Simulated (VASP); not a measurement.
Runs of VASP 6.6.1 on Te. The structure is that of space group P6_3/mmc (No. 194), or close to it. The cells are those of the table. This isn't the form of Te at room conditions, which is trigonal, of chains.

| task | cell | k mesh | cutoff (eV) | gap on the mesh (eV) | pressure (GPa) |
| --- | --- | --- | --- | --- | --- |
| single point | a = 4.116, b = 4.116, c = 7.964 Å, angles 90.0, 90.0, 120.0°, 4 atoms | 10 × 10 × 5 | 520 | none | 7.7 |
| single point | a = 4.295, b = 4.295, c = 8.311 Å, angles 90.0, 90.0, 120.0°, 4 atoms | 11 × 11 × 3 | 520 | none | -0.1 |
| single point | a = 4.352, b = 4.352, c = 8.420 Å, angles 90.0, 90.0, 120.0°, 4 atoms | 10 × 10 × 5 | 520 | none | (a) |
| single point | a = 4.237, b = 4.237, c = 8.198 Å, angles 90.0, 90.0, 120.0°, 4 atoms | 10 × 10 × 5 | 520 | none | 2.0 |
| single point | a = 4.177, b = 4.177, c = 8.083 Å, angles 90.0, 90.0, 120.0°, 4 atoms | 10 × 10 × 5 | 520 | none | 4.5 |
| single point | a = 4.460, b = 4.460, c = 8.631 Å, angles 90.0, 90.0, 120.0°, 4 atoms | 10 × 10 × 5 | 520 | none | -3.9 |
| single point | a = 4.407, b = 4.407, c = 8.527 Å, angles 90.0, 90.0, 120.0°, 4 atoms | 10 × 10 × 5 | 520 | none | (b) |
| single point | a = 4.295, b = 4.295, c = 8.311 Å, angles 90.0, 90.0, 120.0°, 4 atoms | 10 × 10 × 5 | 520 | none | 0.0 |
| relaxation of cell and atoms | relaxed from a = 3.442, b = 3.442, c = 11.242 Å, angles 90.0, 90.0, 120.0°, 4 atoms | 11 × 11 × 3 | 600 | none | 0.0 |

Alike in all rows: level revPBE; potentials or basis VASP PAW PBE potentials, release 64 (Te); no spin polarisation; smearing fermi-dirac 0.1 eV.

Q: Fill in the values left out.

A: (a) -1.6; (b) -2.9.

Caveats: the PAW data sets were made with another functional, which shifts forces and pressure a little; spin-orbit coupling is left out, which moves the levels of the heavy elements; the cell stands under pressure (at least some runs); the cell stands under tension (at least some runs); a cell axis changed by over 15 % at a fixed basis, so the end point is rough (at least some runs).

A k mesh can miss the band edges, and the runs leave out spin-orbit coupling on Te.

A gap of «none» marks levels without a gap at the run's occupations.
